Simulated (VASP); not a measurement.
# Al2O3 (R-3c) in VASP: further runs, part 2 of 2

VASP 6.6.1.

## Step 3: Single point, PBE (9.69 Å³/atom)

File INCAR:

```
ALGO     = Normal         # electronic algorithm
EDIFF    = 1E-6           # SCF threshold, eV
ENCUT    = 520            # plane-wave cutoff, eV
GGA      = PE             # functional
ISIF     = 2              # what is computed and relaxed
ISMEAR   = 0              # smearing method
LASPH    = True           # aspherical terms in the spheres
LCHARG   = False          # write CHGCAR
LREAL    = False          # projectors in reciprocal space
LWAVE    = False          # write WAVECAR
NBANDS   = 35             # bands
NELM     = 80             # most SCF steps
PREC     = Accurate       # precision mode
SIGMA    = 0.05           # smearing width, eV
```

File KPOINTS:

```
k-points
0
Gamma
  6 6 6
```

File POSCAR:

```
Al2O3
1.0
    2.5314141085      1.4615126170      4.3656767716
   -2.5314141085      1.4615126170      4.3656767716
    0.0000000000     -2.9230252340      4.3656767716
Al O
4 6
Direct
    0.8521293568      0.8521293568      0.8521293568
    0.6478706432      0.6478706432      0.6478706432
    0.1478706432      0.1478706432      0.1478706432
    0.3521293568      0.3521293568      0.3521293568
    0.0561574040      0.4438425960      0.7500000000
    0.7500000000      0.0561574040      0.4438425960
    0.4438425960      0.7500000000      0.0561574040
    0.9438425960      0.5561574040      0.2500000000
    0.2500000000      0.9438425960      0.5561574040
    0.5561574040      0.2500000000      0.9438425960
```

Potentials or basis: VASP PAW PBE potentials, release 64 (Al, O).

The run is started by

```console
cat potpaw_PBE.64/Al/POTCAR potpaw_PBE.64/O/POTCAR > POTCAR
mpirun -np 1 vasp_std > vasp.out
```

OUTCAR:

```text
EDIFF = 1E-6
   ENCUT = 520
   GGA = PE
   ISIF = 2
   ISMEAR = 0
   LASPH = True
   LREAL = False
   NELM = 80
   PREC = Accurate

 ion  position               nearest neighbor table
   1  0.852  0.852  0.852-  10 1.95   8 1.95   9 1.95   5 2.05   7 2.05   6 2.05   2 2.68   3 2.96
                             3 2.96   3 2.96
   2  0.648  0.648  0.648-   9 1.95   8 1.95  10 1.95   5 2.05   7 2.05   6 2.05   1 2.68   4 2.96
                             4 2.96   4 2.96
   3  0.148  0.148  0.148-   7 1.95   5 1.95   6 1.95   8 2.05   9 2.05  10 2.05   4 2.68   1 2.96
                             1 2.96   1 2.96
   4  0.352  0.352  0.352-   6 1.95   5 1.95   7 1.95   8 2.05   9 2.05  10 2.05   3 2.68   2 2.96
                             2 2.96   2 2.96
   5  0.056  0.444  0.750-   3 1.95   4 1.95   1 2.05   2 2.05
   6  0.750  0.056  0.444-   4 1.95   3 1.95   1 2.05   2 2.05
   7  0.444  0.750  0.056-   3 1.95   4 1.95   1 2.05   2 2.05
   8  0.944  0.556  0.250-   1 1.95   2 1.95   3 2.05   4 2.05
   9  0.250  0.944  0.556-   2 1.95   1 1.95   3 2.05   4 2.05
  10  0.556  0.250  0.944-   1 1.95   2 1.95   3 2.05   4 2.05

  LATTYP: Found a trigonal (rhomboedric) cell.
 ALAT       =     5.2538757306
 COS(alpha) =     0.5357020184

  Lattice vectors:

 A1 = (   2.5314141085,   1.4615126170,   4.3656767716)
 A2 = (  -2.5314141085,   1.4615126170,   4.3656767716)
 A3 = (   0.0000000000,  -2.9230252340,   4.3656767716)

Analysis of symmetry for initial positions (statically):
=====================================================================
 Subroutine PRICEL returns:
 Original cell was already a primitive cell.

 Routine SETGRP: Setting up the symmetry group for a
 trigonal (rhombohedral) supercell.

 Subroutine GETGRP returns: Found 12 space group operations
 (whereof  6 operations were pure point group operations)
 out of a pool of 12 trial point group operations.

The static configuration has the point symmetry S_6 .
 The point group associated with its full space group is D_3d.

Analysis of symmetry for dynamics (positions and initial velocities):
=====================================================================
 Subroutine PRICEL returns:
 Original cell was already a primitive cell.

 Routine SETGRP: Setting up the symmetry group for a
 trigonal (rhombohedral) supercell.

 Subroutine GETGRP returns: Found 12 space group operations
 (whereof  6 operations were pure point group operations)
 out of a pool of 12 trial point group operations.

The dynamic configuration has the point symmetry S_6 .
 The point group associated with its full space group is D_3d.

 Subroutine INISYM returns: Found 12 space group operations
 (whereof  6 operations are pure point group operations),
 and found     1 'primitive' translations

----------------------------------------------------------------------------------------

                                     Primitive cell

  volume of cell :      96.9100

  direct lattice vectors                    reciprocal lattice vectors
     2.531414108  1.461512617  4.365676772     0.197518059  0.114037104  0.076353187
    -2.531414108  1.461512617  4.365676772    -0.197518059  0.114037104  0.076353187
[... 82 lines left out ...]
 [... further k-points ...]
   k-points           NKPTS =     32   k-points in BZ     NKDIM =     32   number of bands    NBANDS=     35
   number of dos      NEDOS =    301   number of ions     NIONS =     10
   total plane-waves  NPLWV =  64000
   dimension x,y,z NGX =    40 NGY =   40 NGZ =   40
   dimension x,y,z NGXF=    80 NGYF=   80 NGZF=   80
   ions per type =               4   6
   NGX,Y,Z   is equivalent  to a cutoff of  12.66, 12.66, 12.66 a.u.
   NGXF,Y,Z  is equivalent  to a cutoff of  25.31, 25.31, 25.31 a.u.
 SYSTEM =  unknown system
   PREC   = accura    normal or accurate (medium, high low for compatibility)
   ISTART =      0    job   : 0-new  1-cont  2-samecut
   ICHARG =      2    charge: 1-file 2-atom 10-const
   ISPIN  =      1    spin polarized calculation?
   LNONCOLLINEAR =      F non collinear calculations
   LSORBIT =      F    spin-orbit coupling
   LASPH  =      T    aspherical Exc in radial PAW
   ENCUT  =  520.0 eV  38.22 Ry    6.18 a.u.   9.77  9.77  9.77*2*pi/ulx,y,z
   NELM   =     80;   NELMIN=  2; NELMDL= -5     # of ELM steps
   EDIFF  = 0.1E-05   stopping-criterion for ELM
   LREAL  =      F    real-space projection
   EDIFFG = 0.1E-04   stopping-criterion for IOM
   NSW    =      0    number of steps for IOM
   IBRION =     -1    ionic relax: 0-MD 1-quasi-New 2-CG
   NFREE  =      0    steps in history (QN), initial steepest desc. (CG)
   ISIF   =      2    stress and relaxation
   ISYM   =      2    0-nonsym 1-usesym 2-fastsym
   POTIM  = 0.5000    time-step for ionic-motion
   TEBEG  =    0.0;   TEEND  =   0.0 temperature during run
   PSTRESS=    0.0 pullay stress
   NELECT =      48.0000    total number of electrons
   NUPDOWN=      -1.0000    fix difference up-down
   EMIN   =  10.00;   EMAX   =-10.00  energy-range for DOS
   EFERMI =   0.00;   METHOD = LEGACY
   ISMEAR =     0;   SIGMA  =   0.05  broadening in eV -4-tet -1-fermi 0-gaus
   EFERMI_NEDOS =   21; number of points for ismear=-14 and -15
   IALGO  =     38    algorithm
   IMIX   =      4    mixing-type and parameters
     AMIX     =   0.40;   BMIX     =  1.00
     AMIX_MAG =   1.60;   BMIX_MAG =  1.00
  volume/ion in A,a.u.               =       9.69        65.40
  Fermi-wavevector in a.u.,A,eV,Ry     =   1.295286  2.447736 22.827394  1.677766
  Thomas-Fermi vector in A             =   2.426815
   LORBIT       =      0    0 simple, 1 ext, 2 COOP (PROOUT), +10 PAW based schemes
   GGA     = PE    functional components
   LHFCALC =     F    Hartree Fock is set to
   AEXX    =    0.0000 exact exchange contribution
   IVDW    =     0    specifies the selected vdW correction
   LEPSILON=     F    determine dielectric tensor
   LRPA    =     F    only Hartree local field effects (RPA)
 non-spin polarized calculation
 Gauss-broadening in eV      SIGMA  =   0.05
  energy-cutoff  :      520.00
  volume of cell :       96.91
 maximum number of plane-waves:      2628
   NGX = 19   NGY = 19   NGZ = 19

 number of electron      48.0000014 magnetization

 Free energy of the ion-electron system (eV)
  ---------------------------------------------------
  ext. energy  EPLUGINS =         0.00000000
  ---------------------------------------------------
  free energy    TOTEN  =       -73.99466378 eV

  energy without entropy =      -73.99466378  energy(sigma->0) =      -73.99466378

 E-fermi :   5.2979     XC(G=0): -11.0609

 val. band max:        5.0265175267   @ k =   0.0000   0.0000   0.0000
 cond. band min:       9.3018480620   @ k =   0.0000   0.0000   0.0000
 fundamental gap:      4.2753305353
 Fermi energy:         5.2978520271

 k-point     1 :       0.0000    0.0000    0.0000
  band No.  band energies     occupation
      1     -13.5413      2.00000
      2     -11.5132      2.00000
      3     -11.5132      2.00000
      4     -11.4963      2.00000
      5     -11.2138      2.00000
      6     -11.2138      2.00000
[... 901 lines left out ...]
     34      17.0238      0.00000
     35      17.2675      0.00000

 [... further k-points ...]

------------------------ aborting loop because EDIFF is reached ----------------------------------------

  FORCE on cell =-STRESS in cart. coord.  units (eV):
  Direction    XX          YY          ZZ          XY          YZ          ZX
  --------------------------------------------------------------------------------------
  -------------------------------------------------------------------------------------
  Total      -15.5767493    -15.5767493     -4.0889877      0.0000000      0.0000000      0.0000000
  in kB     -257.5246579   -257.5246580    -67.6017279      0.0000000      0.0000000      0.0000000
  external PRESSURE =    -194.2170146 kB  Pullay stress =       0.0000000 kB

 VOLUME and BASIS-vectors are now :
 -----------------------------------------------------------------------------
  energy-cutoff  :      520.00
  volume of cell :       96.91
      direct lattice vectors                 reciprocal lattice vectors
     2.531414108  1.461512617  4.365676772     0.197518059  0.114037104  0.076353187
    -2.531414108  1.461512617  4.365676772    -0.197518059  0.114037104  0.076353187
     0.000000000 -2.923025234  4.365676772     0.000000000 -0.228074208  0.076353187

 POSITION                                       TOTAL-FORCE (eV/Angst)
 -----------------------------------------------------------------------------------
      0.00000      0.00000     11.16036         0.000000      0.000000      0.296775
      0.00000      0.00000      8.48518         0.000000     -0.000000     -0.296775
      0.00000      0.00000      1.93667         0.000000     -0.000000     -0.296775
      0.00000      0.00000      4.61185         0.000000     -0.000000      0.296775
     -0.98139     -1.46151      5.45710        -0.225375      0.000000      0.000000
      1.75640     -0.11915      5.45710         0.112687     -0.195180      0.000000
     -0.77501      1.58067      5.45710         0.112687      0.195180      0.000000
      0.98139      1.46151      7.63993         0.225375      0.000000     -0.000000
     -1.75640      0.11915      7.63993        -0.112687      0.195180      0.000000
      0.77501     -1.58067      7.63993        -0.112687     -0.195180      0.000000
 -----------------------------------------------------------------------------------
    total drift:                               -0.000000      0.000000      0.000000

  FREE ENERGIE OF THE ION-ELECTRON SYSTEM (eV)
  ---------------------------------------------------
  free  energy   TOTEN  =       -73.9946637815 eV

  energy  without entropy=      -73.9946637815  energy(sigma->0) =      -73.99466378
```

Run time: 3.1 min. Hardware: 1 thread of Intel Xeon 8259CL, shared host; peak memory 0.27 GiB.

What came out:

```
Free energy            : -73.9947 eV
Pressure               : -19.4 GPa
Largest force          : 0.297 eV/Å
Band gap on the k mesh : 4.28 eV
```

Forces in eV/Å, atoms in the order of the input:
```
Al   0.000  0.000  0.297
Al   0.000  0.000 -0.297
Al   0.000  0.000 -0.297
Al   0.000  0.000  0.297
O   -0.225  0.000  0.000
O    0.113 -0.195  0.000
O    0.113  0.195  0.000
O    0.225  0.000  0.000
O   -0.113  0.195  0.000
O   -0.113 -0.195  0.000
```

Caveat: the cell stands under tension.
